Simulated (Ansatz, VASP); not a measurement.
# One calculation of PIr, two programs

```
Ir P
1.0
     0.00000    2.42637    2.42637
     2.42637    0.00000    2.42637
     2.42637    2.42637    0.00000
Ir P
1 1
Direct
  0.00000 0.00000 0.00000
  0.50000 0.50000 0.50000
```

Alike in both runs: functional LDA; k mesh 14 × 14 × 14; occupations fermi-dirac, width 0.08 eV; no spin polarisation.

Ansatz relaxed the structure, and its values are those at the end. VASP's run is a single point on that final structure, the one shown.

|  | VASP | Ansatz |
| --- | --- | --- |
| version | VASP 6.6.1 | Ansatz 0.2.0 |
| potentials or method | VASP PAW LDA potentials, release 64 (Ir_sv_GW, P) | PAW with Ansatz's default frozen-core files, scalar-relativistic |
| plane-wave cutoff (eV) | 560 | 420 |
| valence electrons in the cell | 22 | 22 |

|  | VASP | Ansatz | Ansatz less VASP |
| --- | --- | --- | --- |
| pressure (GPa) | -0.3 | 0.0 | +0.34 |

LDA's correlation is that of Perdew and Zunger in VASP and of Perdew and Wang (1992) in Ansatz.

Neither program's run includes spin-orbit coupling.
